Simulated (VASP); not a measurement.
Input of a VASP 6.6.1 run:

INCAR

```
PREC = Accurate
ENCUT = 520
EDIFF = 1E-6
ISMEAR = -1
SIGMA = 0.1
LREAL = F
LASPH = T
NELM = 100
ALGO = Normal
ISIF = 2
LWAVE = F
LCHARG = F
GGA = PE
NBANDS = 24
```

File KPOINTS:

```
Automatic mesh
0
Gamma
  4 7 4
```

Contents of POSCAR:

```
AgAs
1.0
    4.9913820000      0.0000000000      0.0000000000
    0.0000000000      2.9607890000      0.0000000000
    0.0000000000      0.0000000000      5.1726990000
Ag As
2 2
Direct
    0.2500000000      0.0000000000      0.8352290000
    0.7500000000      0.0000000000      0.1647710000
    0.7500000000      0.5000000000      0.6656450000
    0.2700345315      0.5000000000      0.3343550000
```

Potentials or basis: VASP PAW PBE potentials, release 64 (Ag, As).

Launch:

```sh
$ cat potpaw_PBE.64/Ag/POTCAR potpaw_PBE.64/As/POTCAR > POTCAR
$ mpirun -np 1 vasp_std > vasp.out
```

Estimate the largest force.

0.215 eV/Å.

Estimate the band gap on the k mesh.

zero (bands 16 and 17 overlap by 2.21 eV).

Predict the pressure.

-0.8 GPa.

Forces in eV/Å, atoms in the order of the input:
```
Ag  -0.015  0.000  0.112
Ag   0.103  0.000 -0.128
As   0.069  0.000  0.162
As  -0.158  0.000 -0.146
```
